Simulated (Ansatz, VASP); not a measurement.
# KCl: VASP beside Ansatz

POSCAR

```
KCl
1.0
    0.0000000000      3.5072828382      3.5072828382
    3.5072828382      0.0000000000      3.5072828382
    3.5072828382      3.5072828382      0.0000000000
K Cl
1 1
Direct
    0.0000000000      0.0000000000      0.0000000000
    0.2500000000      0.2500000000      0.2500000000
```

Contents of INCAR.step1:

```
SYSTEM = KCl
PREC = Accurate
ENCUT = 520
EDIFF = 1E-5
ISMEAR = 0
SIGMA = 0.01
LREAL = .FALSE.
LASPH = .TRUE.
NELM = 100
ALGO = Normal
ISIF = 2
LWAVE = .TRUE.
LCHARG = .FALSE.
NBANDS = 15
GGA = PE
```

INCAR.step2

```
SYSTEM = KCl
PREC = Accurate
ENCUT = 520
EDIFF = 1E-6
ISMEAR = 0
SIGMA = 0.01
LREAL = .FALSE.
LASPH = .TRUE.
NELM = 100
ALGO = Normal
ISIF = 2
LWAVE = .FALSE.
LCHARG = .FALSE.
METAGGA = R2SCAN
LHFCALC = .TRUE.
AEXX = 0.1
LMIXTAU = .TRUE.
PRECFOCK = Normal
NBANDS = 15
ISTART = 1
```

Contents of KPOINTS:

```
Automatic mesh
0
G
  4 4 4
  0 0 0
```

Input for Ansatz:

```yaml
crystal:
  lattice:
    - [0.0, 3.5072828382, 3.5072828382]
    - [3.5072828382, 0.0, 3.5072828382]
    - [3.5072828382, 3.5072828382, 0.0]
  atoms:
    - { symbol: K, position: [0.0, 0.0, 0.0] }
    - { symbol: Cl, position: [0.25, 0.25, 0.25] }
kpoints:
  mp_grid: { grid: [4, 4, 4] }
  band_path:
    path:
      - [0.0, 0.0, 0.0]
      - [-0.5, -0.5, 0.0]
      - [-0.375, -0.375, 0.25]
      - [-0.375, 0.0, 0.375]
      - [0.0, 0.0, 0.5]
      - [-0.5, -0.25, 0.25]
      - [0.0, 0.416667, -0.416667]
    npoints: 1
hamiltonian:
  xc: r2scanh
scf:
  occupations: { method: fixed }
  n_extra_bands: 4
output:
  forces: true
  stress: true
  eigenvalues: true
```

Alike in both runs: task single point; functional r2SCANh; k mesh 4 × 4 × 4; no spin polarisation.

|  | VASP | Ansatz |
| --- | --- | --- |
| version | VASP 6.6.1 | Ansatz 0.2.0 |
| potentials or method | VASP PAW PBE potentials, release 64 (K_sv, Cl) | plane waves, PAW |
| plane-wave cutoff (eV) | 520 | 500 |
| occupations | gaussian, width 0.01 eV | fixed |
| valence electrons in the cell | 16 | 16 |

VASP gave:

```
gap on the k mesh at the Fermi level (eV) : 6.04
pressure (GPa)                            : 0.0
```

Q: Estimate Ansatz's values.

A: gap on the k mesh at the Fermi level (eV): 6.03; pressure (GPa): 0.0.

VASP's potentials were made for PBE, not for r2SCANh. Ansatz's warnings: stress exchange threshold loose, stress scf threshold loose.
